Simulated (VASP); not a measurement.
Here is a VASP 6.6.1 calculation.

INCAR

```
PREC = Accurate
ENCUT = 600
EDIFF = 1E-7
ISMEAR = -1
SIGMA = 0.05
LREAL = F
LASPH = T
NELM = 150
ALGO = Normal
ISIF = 3
LWAVE = F
LCHARG = F
MAGMOM = 0 0 0
LORBIT = 11
LSORBIT = T
GGA_COMPAT = F
LORBMOM = T
LMAXMIX = 4
GGA = PE
IBRION = 2
NSW = 45
EDIFFG = -0.005
```

Contents of KPOINTS:

```
Automatic mesh
0
Gamma
  18 18 18
```

The input POSCAR:

```
Re
1.0
    0.0000000000      1.9586116999      1.9586116999
    1.9586116999      0.0000000000      1.9586116999
    1.9586116999      1.9586116999      0.0000000000
Re
1
Direct
    0.0000000000      0.0000000000      0.0000000000
```

Potentials or basis: VASP PAW PBE potentials, release 64 (Re).

Launch:

```sh
$ cat potpaw_PBE.64/Re/POTCAR > POTCAR
$ mpirun -np 1 vasp_ncl > vasp.out
```

**Question.** Predict the space group after relaxing (to 0.1 Å).

**Answer.** Fm-3m (No. 225).

**Question.** What does it give for the relaxed cell?

**Answer.** a = 2.769 Å, b = 2.769 Å, c = 2.769 Å, α = 60.00°, β = 60.00°, γ = 60.00°.

Final structure:
```
Re
1.0
     0.00000    1.95799    1.95799
     1.95799    0.00000    1.95799
     1.95799    1.95799    0.00000
Re
1
Direct
  0.00000 0.00000 0.00000
```
